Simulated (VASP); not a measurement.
Set up this calculation in VASP 6.6.1, as the native input.

| Quantity | Value |
| --- | --- |
| Task | relaxation of cell and atoms |
| Functional | PBE |
| Potentials or basis | VASP PAW PBE potentials, release 64 (Si, C) |
| Cutoff | 600 eV |
| k mesh | 24 × 24 × 6 |
| Occupations | gaussian, width 0.1 eV |
| Spin | no spin polarisation |
| Dipole correction | no |
| Further INCAR settings | ALGO = Normal; EDIFF = 1e-06; IBRION = 2; EDIFFG = -0.01; NSW = 100; ISIF = 3 |

The structure of SiC2 lies in POSCAR:

```
SiC2
1.0
    2.4736564936      0.0000000000      0.0000000000
   -1.2368282468      2.1422493637      0.0000000000
    0.0000000000      0.0000000000      8.4537281864
Si C
1 2
Direct
    0.0000000000      0.0000000000      0.5000000000
    0.6666666667      0.3333333333      0.0000000000
    0.3333333333      0.6666666667      0.0000000000
```

One way to write it, as run:

INCAR

```
ALGO = Normal
EDIFF = 1E-6
EDIFFG = -0.01
ENCUT = 600
GGA = PE
IBRION = 2
ISIF = 3
ISMEAR = 0
LASPH = T
LCHARG = F
LREAL = F
LWAVE = F
NELM = 100
NSW = 100
PREC = Accurate
SIGMA = 0.1
```

KPOINTS

```
k-points
0
Gamma
  24 24 6
```

Potentials or basis: VASP PAW PBE potentials, release 64 (Si, C).

Run with:

```sh
$ cat potpaw_PBE.64/Si/POTCAR potpaw_PBE.64/C/POTCAR > POTCAR
$ mpirun -np 1 vasp_std > vasp.out
```

Results of the run:

The relaxed volume is 14.97 Å³/atom. The relaxed cell is a = 2.471 Å, b = 2.471 Å, c = 8.496 Å, α = 90.00°, β = 90.00°, γ = 120.00°. The space group after relaxing (to 0.1 Å) is P6/mmm (No. 191), the energy gained by relaxing is 0.1 meV/atom and the ionic steps are 7. The pressure after relaxing is 0.0 GPa and the band gap on the k mesh is zero (bands 6 and 7 overlap by 1.25 eV).

Run time: 8.2 min on 1 thread of Intel Xeon 8259CL, on a shared host, peak memory 0.28 GiB.
